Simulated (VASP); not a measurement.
Wanted: the native input for a VASP 6.6.1 run.

- Task: single point
- Functional: PBE
- Potentials or basis: VASP PAW PBE potentials, release 64 (Sb, P)
- Cutoff: 520 eV
- k mesh: 12 × 12 × 1
- Occupations: gaussian, width 0.02 eV
- Spin: no spin polarisation
- Dipole correction: yes
- Further INCAR settings: ALGO = Normal; EDIFF = 1e-06; NBANDS = 12

The structure of SbP lies in POSCAR:

```
SbP
1.0
    3.7334054037     -0.0000000029      0.0000000000
   -1.8667026993      3.2332239237      0.0000000000
    0.0000000000      0.0000000000     26.8369017600
Sb P
1 1
Direct
    0.6666666667      0.3333333333      0.3247249229
    0.3333333333      0.6666666667      0.2714690843
```

One way to write it, as run:

INCAR

```
SYSTEM = SbP
  ALGO = Normal
  DIPOL = 0.5 0.5 0.298
  EDIFF = 1E-6
  ENCUT = 520
  GGA = PE
  IDIPOL = 3
  ISIF = 2
  ISMEAR = 0
  LASPH = .TRUE.
  LCHARG = .TRUE.
  LDIPOL = .TRUE.
  LELF = .TRUE.
  LREAL = .FALSE.
  LVACPOTAV = .TRUE.
  LVHAR = .TRUE.
  LWAVE = .FALSE.
  NBANDS = 12
  NELM = 100
  PREC = Accurate
  SIGMA = 0.02
```

KPOINTS

```
k-points
0
G
  12 12 1
  0 0 0
```

Potentials or basis: VASP PAW PBE potentials, release 64 (Sb, P).

Run with:

```console
$ cat potpaw_PBE.64/Sb/POTCAR potpaw_PBE.64/P/POTCAR > POTCAR
$ mpirun -np 1 vasp_std > vasp.out
```

Results of the run:

```
Largest force          : 0.096 eV/Å
Band gap on the k mesh : 1.76 eV, indirect (least direct gap 2.09 eV)
```

Caveat: spin-orbit coupling is left out, which moves the levels of the heavy elements.

Run time: 120 s on 1 thread of AMD EPYC 7R13 Processor (Zen 3), with other jobs on the host, peak memory 0.4 GiB.
